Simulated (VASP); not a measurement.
A run of VASP 6.6.1 is set up as follows.

Contents of INCAR:

```
ALGO     = Normal         # electronic algorithm
EDIFF    = 1E-6           # SCF threshold, eV
ENCUT    = 520            # plane-wave cutoff, eV
GGA      = PE             # functional
ISIF     = 2              # what is computed and relaxed
ISMEAR   = -1             # smearing method
ISPIN    = 2              # spin polarisation
LASPH    = True           # aspherical terms in the spheres
LCHARG   = False          # write CHGCAR
LMAXMIX  = 4              # l up to which the mixer works
LORBIT   = 11             # projections on sites
LREAL    = False          # projectors in reciprocal space
LWAVE    = False          # write WAVECAR
MAGMOM   = 0.41 0.41      # initial moments
NBANDS   = 20             # bands
NELM     = 150            # most SCF steps
NUPDOWN  = 0.82           # fixed moment
PREC     = Accurate       # precision mode
SIGMA    = 0.08           # smearing width, eV
```

File KPOINTS:

```
k-points
0
Gamma
  15 15 8
```

Contents of POSCAR:

```
Co
1.0
    2.4873648738      0.0000000000      0.0000000000
   -1.2436824369      2.1541211692      0.0000000000
    0.0000000000      0.0000000000      4.0632895034
Co
2
Direct
    0.6666666667      0.3333333333      0.2598610000
    0.3333333333      0.6666666667      0.7401390000
```

Potentials or basis: VASP PAW PBE potentials, release 64 (Co).

Command:

```bash
$ cat potpaw_PBE.64/Co/POTCAR > POTCAR
$ mpirun -np 1 vasp_std > vasp.out
```

(1) Predict the pressure.

(2) Estimate the largest force.

Answers

(1) -10.3 GPa.

(2) 0.575 eV/Å.

Caveat: the total moment is fixed, so each spin has its own Fermi level.
